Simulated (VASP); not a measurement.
# C (P6/mmm) in VASP: further runs

The runs below take C through single point, with r2SCAN.

Program: VASP 6.6.1. These are calculated values, not measurements. Logs are shortened: lines on timing, memory, paths and dates and some standing lists are left out, and cuts for length are marked.

### Step 1. The cell of the first run

Symmetry: P6/mmm, No. 191, hexagonal system. Conventional cell: a = 5.700 Å, b = 5.700 Å, c = 1.223 Å, α = 90.00°, β = 90.00°, γ = 120.00°. Within 1.6 Å of C (site symmetry 6/mmm) lie 2 C at 1.22 Å. Within 1.6 Å of C (site symmetry -6m2) lie 2 C at 1.22 Å.

### Step 2. Single point, r2SCAN (11.47 Å³/atom)

POSCAR

```
C
1.0
    5.6995017226      0.0000000000      0.0000000000
   -2.8497508613      4.9359132806      0.0000000000
    0.0000000000      0.0000000000      1.2230018130
C
3
Direct
    0.0000000000      1.0000000000      0.0000000000
    0.3333333333      0.6666666667      0.5000000000
    0.6666666667      0.3333333333      0.5000000000
```

INCAR.step1

```
  ALGO = Normal
  EDIFF = 1E-4
  ENCUT = 520
  GGA = PE
  ISMEAR = -1
  LASPH = T
  LCHARG = F
  LREAL = F
  LWAVE = T
  NBANDS = 13
  NELM = 80
  PREC = Accurate
  SIGMA = 0.1
```

INCAR.step2

```
  ALGO = Normal
  EDIFF = 1E-7
  ENCUT = 520
  ISIF = 2
  ISMEAR = -1
  ISTART = 1
  LASPH = T
  LCHARG = T
  LELF = T
  LMIXTAU = T
  LREAL = F
  LVHAR = T
  LWAVE = F
  METAGGA = R2SCAN
  NBANDS = 13
  NELM = 80
  PREC = Accurate
  SIGMA = 0.1
```

KPOINTS

```
k-points
0
Gamma
  7 7 27
```

Potentials or basis: VASP PAW PBE potentials, release 64 (C).

Launch:

```bash
> cat potpaw_PBE.64/C/POTCAR > POTCAR
> cp INCAR.step1 INCAR
> mpirun -np 1 vasp_std > vasp.out
> cp INCAR.step2 INCAR
> mpirun -np 1 vasp_std > vasp.out
```

OUTCAR:

```text
EDIFF = 1E-7
   ENCUT = 520
   ISIF = 2
   ISMEAR = -1
   ISTART = 1
   LASPH = T
   LREAL = F
   METAGGA = R2SCAN
   NELM = 80
   PREC = Accurate

 ion  position               nearest neighbor table
   1  0.000  0.000  0.000-
   2  0.333  0.667  0.500-
   3  0.667  0.333  0.500-

  LATTYP: Found a hexagonal cell.
 ALAT       =     5.6995017226
 C/A-ratio  =     0.2145804796

  Lattice vectors:

 A1 = (   5.6995017226,   0.0000000000,   0.0000000000)
 A2 = (  -2.8497508613,   4.9359132806,   0.0000000000)
 A3 = (   0.0000000000,   0.0000000000,   1.2230018130)

Analysis of symmetry for initial positions (statically):
=====================================================================
 Subroutine PRICEL returns:
 Original cell was already a primitive cell.

 Routine SETGRP: Setting up the symmetry group for a
 hexagonal supercell.

 Subroutine GETGRP returns: Found 24 space group operations
 (whereof 24 operations were pure point group operations)
 out of a pool of 24 trial point group operations.

The static configuration has the point symmetry D_6h.

Analysis of symmetry for dynamics (positions and initial velocities):
=====================================================================
 Subroutine PRICEL returns:
 Original cell was already a primitive cell.

 Routine SETGRP: Setting up the symmetry group for a
 hexagonal supercell.

 Subroutine GETGRP returns: Found 24 space group operations
 (whereof 24 operations were pure point group operations)
 out of a pool of 24 trial point group operations.

The dynamic configuration has the point symmetry D_6h.

 Subroutine INISYM returns: Found 24 space group operations
 (whereof 24 operations are pure point group operations),
 and found     1 'primitive' translations

----------------------------------------------------------------------------------------

                                     Primitive cell

  volume of cell :      34.4058

  direct lattice vectors                    reciprocal lattice vectors
     5.699501723  0.000000000  0.000000000     0.175453934  0.101298376  0.000000000
    -2.849750861  4.935913281  0.000000000     0.000000000  0.202596752  0.000000000
     0.000000000  0.000000000  1.223001813     0.000000000  0.000000000  0.817660276

  length of vectors
     5.699501723  5.699501723  1.223001813     0.202596752  0.202596752  0.817660276

  position of ions in fractional coordinates (direct lattice)
     0.000000000  0.000000000  0.000000000
     0.333333333  0.666666667  0.500000000
     0.666666667  0.333333333  0.500000000

  ion indices of the primitive-cell ions
   primitive index   ion index
                 1           1
                 2           2
                 3           3

----------------------------------------------------------------------------------------

 KPOINTS: k-points

Automatic generation of k-mesh.
 Grid dimensions read from file:
 generate k-points for:    7    7   27

 Generating k-lattice:

  Cartesian coordinates                     Fractional coordinates (reciprocal lattice)
     0.025064848  0.014471197  0.000000000     0.142857143  0.000000000  0.000000000
     0.000000000  0.028942393  0.000000000     0.000000000  0.142857143  0.000000000
     0.000000000  0.000000000  0.030283714     0.000000000  0.000000000  0.037037037

  Length of vectors
     0.028942393  0.028942393  0.030283714

  Shift w.r.t. Gamma in fractional coordinates (k-lattice)
     0.000000000  0.000000000  0.000000000

 Subroutine IBZKPT returns following result:
 ===========================================

 Found    112 irreducible k-points:

 Following reciprocal coordinates:
            Coordinates               Weight
  0.000000  0.000000  0.000000      1.000000
  0.142857 -0.000000  0.000000      6.000000
  0.285714 -0.000000  0.000000      6.000000
  0.428571  0.000000  0.000000      6.000000
  0.142857  0.142857  0.000000      6.000000
  0.285714  0.142857  0.000000     12.000000
[... 16 lines left out ...]
  0.428571  0.142857  0.074074     12.000000
  0.285714  0.285714  0.074074     12.000000
 [... further k-points ...]
   k-points           NKPTS =    112   k-points in BZ     NKDIM =    112   number of bands    NBANDS=     13
   number of dos      NEDOS =    301   number of ions     NIONS =      3
   total plane-waves  NPLWV =  17640
   dimension x,y,z NGX =    42 NGY =   42 NGZ =   10
   dimension x,y,z NGXF=    84 NGYF=   84 NGZF=   20
   ions per type =               3
   NGX,Y,Z   is equivalent  to a cutoff of  12.25, 12.25, 13.59 a.u.
   NGXF,Y,Z  is equivalent  to a cutoff of  24.50, 24.50, 27.19 a.u.
 SYSTEM =  unknown system
   PREC   = accura    normal or accurate (medium, high low for compatibility)
   ISTART =      1    job   : 0-new  1-cont  2-samecut
   ICHARG =      0    charge: 1-file 2-atom 10-const
   ISPIN  =      1    spin polarized calculation?
   LNONCOLLINEAR =      F non collinear calculations
   LSORBIT =      F    spin-orbit coupling
   LASPH  =      T    aspherical Exc in radial PAW
   ENCUT  =  520.0 eV  38.22 Ry    6.18 a.u.  10.60 10.60  2.27*2*pi/ulx,y,z
   NELM   =     80;   NELMIN=  2; NELMDL=  0     # of ELM steps
   EDIFF  = 0.1E-06   stopping-criterion for ELM
   LREAL  =      F    real-space projection
   EDIFFG = 0.1E-05   stopping-criterion for IOM
   NSW    =      0    number of steps for IOM
   IBRION =     -1    ionic relax: 0-MD 1-quasi-New 2-CG
   NFREE  =      0    steps in history (QN), initial steepest desc. (CG)
   ISIF   =      2    stress and relaxation
   ISYM   =      2    0-nonsym 1-usesym 2-fastsym
   POTIM  = 0.5000    time-step for ionic-motion
   TEBEG  =    0.0;   TEEND  =   0.0 temperature during run
   PSTRESS=    0.0 pullay stress
   NELECT =      12.0000    total number of electrons
   NUPDOWN=      -1.0000    fix difference up-down
   EMIN   =  10.00;   EMAX   =-10.00  energy-range for DOS
   EFERMI =   0.00;   METHOD = LEGACY
   ISMEAR =    -1;   SIGMA  =   0.10  broadening in eV -4-tet -1-fermi 0-gaus
   EFERMI_NEDOS =   21; number of points for ismear=-14 and -15
   IALGO  =     38    algorithm
   IMIX   =      4    mixing-type and parameters
     AMIX     =   0.40;   BMIX     =  1.00
     AMIX_MAG =   1.60;   BMIX_MAG =  1.00
  volume/ion in A,a.u.               =      11.47        77.39
  Fermi-wavevector in a.u.,A,eV,Ry     =   1.152369  2.177661 18.067902  1.327953
  Thomas-Fermi vector in A             =   2.289020
   LORBIT       =      0    0 simple, 1 ext, 2 COOP (PROOUT), +10 PAW based schemes
   METAGGA = R2SCAN    functional components
   LHFCALC =     F    Hartree Fock is set to
   AEXX    =    0.0000 exact exchange contribution
   IVDW    =     0    specifies the selected vdW correction
   LEPSILON=     F    determine dielectric tensor
   LRPA    =     F    only Hartree local field effects (RPA)
 non-spin polarized calculation
  energy-cutoff  :      520.00
  volume of cell :       34.41
 maximum number of plane-waves:       965
   NGX = 21   NGY = 21   NGZ =  5

 number of electron      12.0000000 magnetization

 Free energy of the ion-electron system (eV)
  ---------------------------------------------------
  ext. energy  EPLUGINS =         0.00000000
  ---------------------------------------------------
  free energy    TOTEN  =       -26.34809021 eV

  energy without entropy =      -26.33048316  energy(sigma->0) =      -26.33928668

 E-fermi :   1.5250     XC(G=0):  -9.7233

 val. band max:        1.4899536510   @ k =   0.1429  -0.0000   0.2222
 cond. band min:       1.5258978339   @ k =   0.0000   0.0000   0.2222
 fundamental gap:      0.0359441829
 Fermi energy:         1.5250125778

 k-point     1 :       0.0000    0.0000    0.0000
  band No.  band energies     occupation
      1     -16.7220      2.00000
      2     -16.0043      2.00000
      3     -16.0042      2.00000
      4      -5.1293      2.00000
      5      -5.1293      2.00000
      6      -5.1293      2.00000
      7      -5.1293      2.00000
      8      -3.3785      2.00000
      9      -3.3785      2.00000
     10       7.5751      0.00000
     11      12.4766      0.00000
     12      12.4766      0.00000
     13      12.4767      0.00000

 k-point     2 :       0.1429   -0.0000    0.0000
  band No.  band energies     occupation
      1     -16.6844      2.00000
      2     -16.0313      2.00000
      3     -16.0230      2.00000
      4      -5.4492      2.00000
      5      -5.3728      2.00000
      6      -4.7559      2.00000
      7      -4.7041      2.00000
      8      -3.5650      2.00000
      9      -3.4160      2.00000
     10       7.8599      0.00000
     11      11.5398      0.00000
     12      12.0050      0.00000
     13      12.5301      0.00000

 k-point     3 :       0.2857   -0.0000    0.0000
  band No.  band energies     occupation
      1     -16.5792      2.00000
      2     -16.1199      2.00000
      3     -16.0589      2.00000
      4      -5.6815      2.00000
      5      -5.3580      2.00000
      6      -4.3712      2.00000
      7      -4.2433      2.00000
      8      -4.0346      2.00000
      9      -3.5323      2.00000
     10       8.6153      0.00000
     11      10.4207      0.00000
     12      11.7935      0.00000
     13      11.8094      0.00000
[... 305 lines left out ...]
 k-point    23 :       0.4286    0.1429    0.0741
  band No.  band energies     occupation
      1     -16.0003      2.00000
      2     -16.0003      2.00000
      3     -15.8041      2.00000
      4      -5.1543      2.00000
      5      -4.4162      2.00000
      6      -4.4162      2.00000
      7      -3.3181      2.00000
      8      -3.2626      2.00000
      9      -3.2625      2.00000
     10      10.1893      0.00000
     11      10.4597      0.00000
     12      10.4597      0.00000
     13      13.0030      0.00000

 k-point    24 :       0.2857    0.2857    0.0741
  band No.  band energies     occupation
      1     -16.0240      2.00000
      2     -15.8914      2.00000
      3     -15.8913      2.00000
      4      -4.8445      2.00000
      5      -4.8445      2.00000
      6      -4.3982      2.00000
      7      -3.2874      2.00000
      8      -3.2874      2.00000
      9      -3.1508      2.00000
     10      10.1320      0.00000
     11      10.3779      0.00000
     12      10.3779      0.00000
     13      13.2753      0.00000

 [... further k-points ...]

------------------------ aborting loop because EDIFF is reached ----------------------------------------

  FORCE on cell =-STRESS in cart. coord.  units (eV):
  Direction    XX          YY          ZZ          XY          YZ          ZX
  --------------------------------------------------------------------------------------
  -------------------------------------------------------------------------------------
  Total        0.6250576      0.6250576     17.2766875     -0.0000000      0.0000000      0.0000000
  in kB       29.1071119     29.1071119    804.5250077     -0.0000000      0.0000000      0.0000000
  external PRESSURE =     287.5797438 kB  Pullay stress =       0.0000000 kB

 VOLUME and BASIS-vectors are now :
 -----------------------------------------------------------------------------
  energy-cutoff  :      520.00
  volume of cell :       34.41
      direct lattice vectors                 reciprocal lattice vectors
     5.699501723  0.000000000  0.000000000     0.175453934  0.101298376  0.000000000
    -2.849750861  4.935913281  0.000000000     0.000000000  0.202596752  0.000000000
     0.000000000  0.000000000  1.223001813     0.000000000  0.000000000  0.817660276

 POSITION                                       TOTAL-FORCE (eV/Angst)
 -----------------------------------------------------------------------------------
      0.00000      0.00000      0.00000         0.000000      0.000000      0.000000
     -0.00000      3.29061      0.61150        -0.000000      0.000000      0.000000
      2.84975      1.64530      0.61150         0.000000     -0.000000     -0.000000
 -----------------------------------------------------------------------------------
    total drift:                               -0.000000      0.000000     -0.000000

  FREE ENERGIE OF THE ION-ELECTRON SYSTEM (eV)
  ---------------------------------------------------
  free  energy   TOTEN  =       -26.3480902138 eV

  energy  without entropy=      -26.3304831553  energy(sigma->0) =      -26.33928668
```

Run time: 3.4 min. Hardware: 1 thread of Intel Xeon Platinum 8259CL at 2.50GHz (Skylake/Cascade Lake), shared host; peak memory 0.17 GiB.

Results:

```yaml
Free_energy: -26.3481 eV
Pressure: 28.8 GPa
Band_gap_on_the_k_mesh: zero (bands 6 and 7 overlap by 18.58 eV)
```

Levels at points of the mesh, in eV from the Fermi level:
| k point | band 2 | band 3 | band 4 | band 5 | band 6 | band 7 | band 8 | band 9 | band 10 | band 11 |
| --- | --- | --- | --- | --- | --- | --- | --- | --- | --- | --- |
| (0.00, 0.00, 0.00) | -17.53 | -17.53 | -6.65 | -6.65 | -6.65 | -6.65 | -4.90 | -4.90 | 6.05 | 10.95 |

Caveat: the cell stands under pressure; the PAW data sets were made with another functional, which shifts forces and pressure a little.

(Continued in part 2 of 2.)
